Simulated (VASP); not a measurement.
Set up this calculation in VASP 6.6.1, as the native input.

```yaml
Task: single point
Functional: PBEsol
Potentials_or_basis: VASP PAW PBE potentials, release 64 (Li_sv)
Cutoff: 520 eV
k_mesh: 22 × 22 × 22
Occupations: gaussian, width 0.15 eV
Spin: no spin polarisation
Dipole_correction: no
Further_INCAR_settings: ALGO = Normal; EDIFF = 1e-07; NBANDS = 8
```

The structure of Li lies in POSCAR:

```
Li
1.0
   -1.7500000000      1.7500000000      1.7500000000
    1.7500000000     -1.7500000000      1.7500000000
    1.7500000000      1.7500000000     -1.7500000000
Li
1
Direct
    0.0000000000      0.0000000000      0.0000000000
```

One way to write it, as run:

INCAR

```
PREC     = Accurate       # precision mode
ENCUT    = 520            # plane-wave cutoff, eV
EDIFF    = 1E-7           # SCF threshold, eV
ISMEAR   = 0              # smearing method
SIGMA    = 0.15           # smearing width, eV
LREAL    = F              # projectors in reciprocal space
LASPH    = T              # aspherical terms in the spheres
NELM     = 100            # most SCF steps
ALGO     = Normal         # electronic algorithm
ISIF     = 2              # what is computed and relaxed
LWAVE    = F              # write WAVECAR
LCHARG   = F              # write CHGCAR
GGA      = PS             # functional
NBANDS   = 8              # bands
```

KPOINTS

```
regular mesh
0
Gamma
  22 22 22
```

Potentials or basis: VASP PAW PBE potentials, release 64 (Li_sv).

Launch:

```sh
$ cat potpaw_PBE.64/Li_sv/POTCAR > POTCAR
$ mpirun -np 1 vasp_std > vasp.out
```

Wall time 18 s on 1 thread of AMD EPYC 9R45 96-Core Processor (Zen 5), on a shared host, peak memory 0.13 GiB.
